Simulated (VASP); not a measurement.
The system is PbSe (Clausthalite).

```
CELL_PARAMETERS angstrom
0.00000 3.01928 3.01928
3.01928 0.00000 3.01928
3.01928 3.01928 0.00000
ATOMIC_POSITIONS crystal
Pb 0.00000 0.00000 0.00000
Se 0.50000 0.50000 0.50000
```

Base run:

```yaml
Program: VASP 6.6.1
Functional: r2SCAN
Dispersion: rVV10
Potentials_or_basis: VASP PAW PBE potentials, release 64 (Pb_d, Se)
Cutoff: 520 eV
k_mesh: 8 × 8 × 8
Occupations: fermi-dirac, width 0.05 eV
Spin: no spin polarisation
```

Its results: band gap on the k mesh 0.39 eV, direct; pressure 3.3 GPa.

After a change of settings the same cell gave: band gap on the k mesh 0.20 eV, direct; pressure 2.0 GPa. Which change was it?
A. functional from r2SCAN to revPBE; dispersion from rVV10 to D3(BJ)
B. functional from r2SCAN to PBE exchange alone; dispersion from rVV10 to none
C. functional from r2SCAN to BLYP; dispersion from rVV10 to D4
D. functional from r2SCAN to RPBE; dispersion from rVV10 to none

A.

Caveats: the PAW data sets were made with another functional, which shifts forces and pressure a little; spin-orbit coupling is left out, which moves the levels of the heavy elements.
